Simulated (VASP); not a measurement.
Runs of VASP 6.6.1 on Cd. The structure is that of space group Pm-3m (No. 221), or close to it. The cells are those of the table. This isn't the form of Cd at room conditions, which is hcp.

```tsv
cell	gap on the mesh (eV)	pressure (GPa)
a = 2.208 Å, 1 atom	none	(b)
a = 2.946 Å, 1 atom	none	2.1
a = 2.296 Å, 1 atom	none	229.4
a = 2.596 Å, 1 atom	none	(a)
a = 2.455 Å, 1 atom	none	100.0
a = 2.838 Å, 1 atom	none	8.3
a = 2.722 Å, 1 atom	none	20.6
```

Alike in all rows: task single point; level PBE; potentials or basis VASP PAW PBE potentials, release 64 (Cd); no spin polarisation; k mesh 14 × 14 × 14; cutoff (eV) 520; smearing fermi-dirac 0.08 eV.

Task: Estimate the missing entries.

Result: (a) 45.7; (b) 361.2.

Caveats: the cell stands under pressure (at least some runs).

A k mesh can miss the band edges, and the runs leave out spin-orbit coupling on Cd.

A gap of «none» marks levels without a gap at the run's occupations.
